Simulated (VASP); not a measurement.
Set up this calculation in VASP 6.6.1, as the native input.

```
Task                   : single point
Functional             : PBE
Potentials or basis    : VASP PAW PBE potentials, release 64 (Sc_sv, Mo_sv)
Cutoff                 : 520 eV
k mesh                 : 3 × 3 × 6
Occupations            : gaussian, width 0.1 eV
Spin                   : collinear spin
Starting moments       : [1.0, 1.0, 1.0, 1.0] μB
Dipole correction      : no
Further INCAR settings : ALGO = Fast; EDIFF = 1e-06; NBANDS = 36
```

The structure of Sc3Mo lies in POSCAR:

```
Sc3Mo
1.0
    5.8765206725      0.0000000000      0.0000000000
   -2.9382603362      5.0892161882      0.0000000000
    0.0000000000      0.0000000000      2.7204350143
Sc Mo
3 1
Direct
    0.5000000000      0.0000000000      0.0000000000
    0.0000000000      0.5000000000      0.0000000000
    0.5000000000      0.5000000000      0.0000000000
    0.0000000000      0.0000000000      0.5000000000
```

The cell was built from a structure type or drawn by symmetry, and may not be a known phase.

The input as run:

INCAR

```
SYSTEM = Sc3Mo
ALGO = Fast
EDIFF = 1E-6
ENCUT = 520
GGA = PE
ISIF = 2
ISMEAR = 0
ISPIN = 2
LASPH = .TRUE.
LCHARG = .FALSE.
LMAXMIX = 4
LORBIT = 11
LREAL = .FALSE.
LWAVE = .FALSE.
MAGMOM = 1 1 1 1
NBANDS = 36
NELM = 150
PREC = Accurate
SIGMA = 0.1
```

KPOINTS

```
k-points
0
G
  3 3 6
  0 0 0
```

Potentials or basis: VASP PAW PBE potentials, release 64 (Sc_sv, Mo_sv).

The run is started by

```bash
$ cat potpaw_PBE.64/Sc_sv/POTCAR potpaw_PBE.64/Mo_sv/POTCAR > POTCAR
$ mpirun -np 1 vasp_std > vasp.out
```

It gave:

- Pressure: 0.4 GPa
- Net moment: 0.39 μB per cell
- Site moments: Sc +0.09; Mo +0.02 μB
- Valence electrons inside the program's atomic spheres: Sc 9.56; Mo 12.25

Caveat: the k points lie up to 0.41 Å⁻¹ apart.

It took 82 s on 1 thread of Intel(R) Xeon(R) Platinum 8375C CPU @ 2.90GHz (Ice Lake), on a shared host, peak memory 0.26 GiB.
